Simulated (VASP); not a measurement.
Here is a VASP 6.6.1 calculation.

The input INCAR:

```
SYSTEM = La3AlN
  ALGO = Normal
  EDIFF = 1E-6
  ENCUT = 520
  ISIF = 2
  ISMEAR = 0
  LASPH = .True.
  LCHARG = .False.
  LREAL = .False.
  LWAVE = .False.
  NBANDS = 28
  NELM = 100
  PREC = Accurate
  SIGMA = 0.1
```

Contents of KPOINTS:

```
k-points
0
Gamma
  5 5 5
  0 0 0
```

Contents of POSCAR:

```
La3AlN
1.0
    5.1810987240      0.0000000000      0.0000000000
    0.0000000000      5.1810987240      0.0000000000
    0.0000000000      0.0000000000      5.1810987240
La Al N
3 1 1
Direct
    0.5000000000      0.5000000000      0.0000000000
    0.0000000000      0.5000000000      0.5000000000
    0.5000000000      0.0000000000      0.5000000000
    0.0000000000      0.0000000000      0.0000000000
    0.5000000000      0.5000000000      0.5000000000
```

Potentials or basis: VASP PAW LDA potentials, release 64 (La, Al, N).

Command:

```console
$ cat potpaw_LDA.64/La/POTCAR potpaw_LDA.64/Al/POTCAR potpaw_LDA.64/N/POTCAR > POTCAR
$ mpirun -np 1 vasp_std > vasp.out
```

**Question.** What does it give for the pressure?

**Answer.** -6.9 GPa.
